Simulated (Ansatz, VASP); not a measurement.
**One calculation of AlGaN2, two programs**

The input POSCAR:

```
AlGaN2
1.0
    3.1408770487      0.0000000000      0.0000000000
    0.0000000000      3.1408770487      0.0000000000
    0.0000000000      0.0000000000      4.4238379400
Al Ga N
1 1 2
Direct
    0.5000000000      0.5000000000      0.5000000000
    0.0000000000      0.0000000000      0.0000000000
    0.5000000000      0.0000000000      0.7653905776
    0.0000000000      0.5000000000      0.2346094224
```

INCAR.step1

```
PREC = Accurate ; ENCUT = 520
ISMEAR = 0 ; SIGMA = 0.05
LREAL = False ; LASPH = True
NELM = 60 ; NBANDS = 21
GGA = PE ; ALGO = Normal
EDIFF = 1E-4 ; LWAVE = True
LCHARG = False
```

File INCAR.step2:

```
PREC = Accurate ; ENCUT = 520
EDIFF = 1E-7 ; ISMEAR = 0
SIGMA = 0.05 ; LREAL = False
LASPH = True ; NELM = 60
ALGO = Normal ; ISIF = 2
LWAVE = False ; LCHARG = True
METAGGA = R2SCAN ; LMIXTAU = True
LELF = True ; LVHAR = True
NBANDS = 21 ; ISTART = 1
```

KPOINTS

```
Automatic mesh
0
Gamma
  8 8 6
```

Input for Ansatz:

```yaml
crystal:
  lattice:
    - [3.1408770487, 0.0, 0.0]
    - [0.0, 3.1408770487, 0.0]
    - [0.0, 0.0, 4.42383794]
  atoms:
    - { symbol: Al, position: [0.5, 0.5, 0.5] }
    - { symbol: Ga, position: [0.0, 0.0, 0.0] }
    - { symbol: "N", position: [0.5, 0.0, 0.7653905776] }
    - { symbol: "N", position: [0.0, 0.5, 0.2346094224] }
basis:
  ecutwfc: 500
kpoints:
  mp_grid: { grid: [8, 8, 6] }
hamiltonian:
  xc: r2scan
scf:
  occupations: { method: gaussian, width: 0.05 }
output:
  forces: true
  stress: true
  eigenvalues: true
```

Change from the starting cell: mode 12 (706.6 1/cm) frozen in, largest displacement -0.120 Å.

Alike in both runs: task single point; functional r2SCAN; k mesh 8 × 8 × 6; occupations gaussian, width 0.05 eV; no spin polarisation.

|  | VASP | Ansatz |
| --- | --- | --- |
| version | VASP 6.6.1 | Ansatz 0.2.0 |
| potentials or method | VASP PAW PBE potentials, release 64 (Al, Ga_d, N), cutoff 520 eV | scalar-relativistic, plane waves, PAW |
| valence electrons in the cell | 26 | 26 |

|  | VASP | Ansatz | Ansatz less VASP |
| --- | --- | --- | --- |
| gap on the k mesh at the Fermi level (eV) | 3.30 | 3.29 | -0.009 |
| least direct gap on the mesh (eV) | 3.30 | 3.29 | -0.009 |
| pressure (GPa) | 2.4 | 2.0 | -0.43 |
| traceless stress, the component that is largest in VASP (GPa) | -1.28 | -1.22 | +0.057 |
| rms of the force components (eV/Å) | 1.274 | 1.231 | -0.0435 |

VASP's potentials were made for PBE, not for r2SCAN. Atom by atom the forces differ by 0.044 eV/Å (rms over components). With one functional, cell and mesh, what is left measures potentials, basis and numerics.
